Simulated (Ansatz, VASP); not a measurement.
## One calculation of W2I, two programs

```
W I
1.0
    -1.58107    2.17377    4.04088
     1.58107   -2.17377    4.04088
     1.58107    2.17377   -4.04088
W I
2 1
Direct
  0.66829 0.66829 0.00000
  0.33171 0.33171 0.00000
  0.00000 0.00000 0.00000
```

Alike in both runs: functional PBE; k mesh 6 × 6 × 6; occupations gaussian, width 0.1 eV; no spin polarisation.

Ansatz relaxed the structure, and its values are those at the end. VASP's run is a single point on that final structure, the one shown.

```csv
,VASP,Ansatz
version,VASP 6.6.1,Ansatz 0.2.0
potentials or method,"VASP PAW PBE potentials, release 64 (W_sv, I), cutoff 520 eV","scalar-relativistic, plane waves, PAW"
valence electrons in the cell,35,45
```

|  | VASP | Ansatz | Ansatz less VASP |
| --- | --- | --- | --- |
| gap on the k mesh at the Fermi level (eV) | none | none | - |
| pressure (GPa) | 0.1 | 0.1 | -0.05 |
| rms of the force components (eV/Å) | 0.006 | 0.002 | -0.0046 |

A gap of «none» marks a metal or a gap that the smearing closes. VASP's potentials hold 35 valence electrons a cell and Ansatz's 45, so a difference there can come from the potentials and not from the codes.

The k mesh is coarse, so the values compare programs but aren't converged. Neither program's run includes spin-orbit coupling.
